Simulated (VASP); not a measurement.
Li2S: single point with r2SCAN

Crystal: Li2S.

```xyz
3
Lattice="0.0000 2.7872 2.7872 2.7872 0.0000 2.7872 2.7872 2.7872 0.0000" Properties=species:S:1:pos:R:3 pbc="T T T"
S     0.0000    0.0000    0.0000
Li    1.3936    1.3936    1.3936
Li    4.1808    4.1808    4.1808
```

```
Program             : VASP 6.6.1
Task                : single point
Functional          : r2SCAN
Potentials or basis : VASP PAW PBE potentials, release 64 (S, Li_sv)
Cutoff              : 830 eV
k mesh              : 6 × 6 × 6
Occupations         : gaussian, width 0.01 eV
Spin                : no spin polarisation
```

```yaml
Pressure: 2.8 GPa
Band_gap_on_the_k_mesh: 3.81 eV (least direct gap 5.38 eV)
```

Levels at points of the mesh, in eV from the valence-band top:
| k point | band 4 | band 5 | band 6 | band 7 | band 8 | band 9 |
| --- | --- | --- | --- | --- | --- | --- |
| (0.00, 0.00, 0.00) | 0.00 | 0.00 | 0.00 | 5.39 | 6.93 | 6.93 |
| (0.50, 0.00, 0.00) | -3.10 | -0.56 | -0.56 | 7.22 | 7.22 | 7.28 |
| (0.50, 0.50, 0.00) | -2.29 | -1.57 | -1.57 | 3.81 | 8.05 | 12.65 |

Run time: 3.2 min on 1 thread of Intel Xeon 8259CL, on a shared host, peak memory 0.26 GiB.

Caveat: the PAW data sets were made with another functional, which shifts forces and pressure a little. A k mesh can miss the band edges.
